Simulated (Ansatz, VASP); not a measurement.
# AgCl: VASP beside Ansatz

INCAR

```
PREC = Accurate
ENCUT = 520
EDIFF = 1E-8
ISMEAR = -1
SIGMA = 0.02
LREAL = False
LASPH = True
NELM = 80
ALGO = Normal
ISIF = 2
LWAVE = False
LCHARG = False
GGA = PE
LEFG = True
NBANDS = 16
```

File KPOINTS:

```
regular mesh
0
Gamma
  8 8 8
```

POSCAR

```
AgCl
1.0
    0.0000000000      2.7638751816      2.7638751816
    2.7638751816      0.0000000000      2.7638751816
    2.7638751816      2.7638751816      0.0000000000
Ag Cl
1 1
Direct
    0.5000000000      0.5000000000      0.5000000000
    0.0000000000      0.0000000000      0.0000000000
```

Input for Ansatz:

```yaml
crystal:
  lattice:
    - [0.0, 2.7638751816, 2.7638751816]
    - [2.7638751816, 0.0, 2.7638751816]
    - [2.7638751816, 2.7638751816, 0.0]
  atoms:
    - { symbol: Ag, position: [0.5, 0.5, 0.5] }
    - { symbol: Cl, position: [0.0, 0.0, 0.0] }
kpoints:
  mp_grid: { grid: [8, 8, 8] }
scf:
  occupations: { method: fermi_dirac, width: 0.02 }
hamiltonian:
  xc: pbe
  pseudopotentials: { kind: all_electron, datasets: crystal }
output:
  forces: true
  stress: true
  eigenvalues: true
  efg: { contact_densities: true }
```

Change from the starting cell: volume scaled by 0.99, crystal datasets.

Alike in both runs: task electric field gradients; functional PBE; k mesh 8 × 8 × 8; occupations fermi-dirac, width 0.02 eV; no spin polarisation.

|  | VASP | Ansatz |
| --- | --- | --- |
| version | VASP 6.6.1 | Ansatz 0.2.0 |
| potentials or method | VASP PAW PBE potentials, release 64 (Ag, Cl), cutoff 520 eV | all-electron PAW with datasets made for the crystal, scalar-relativistic |

Ansatz gave:

- gap on the k mesh at the Fermi level (eV): 0.91
- pressure (GPa): 2.1

**Question.** Which values does VASP return?

**Answer.** gap on the k mesh at the Fermi level (eV): 0.91; pressure (GPa): 2.0.

Ansatz ran all-electron here, and VASP with PAW potentials.
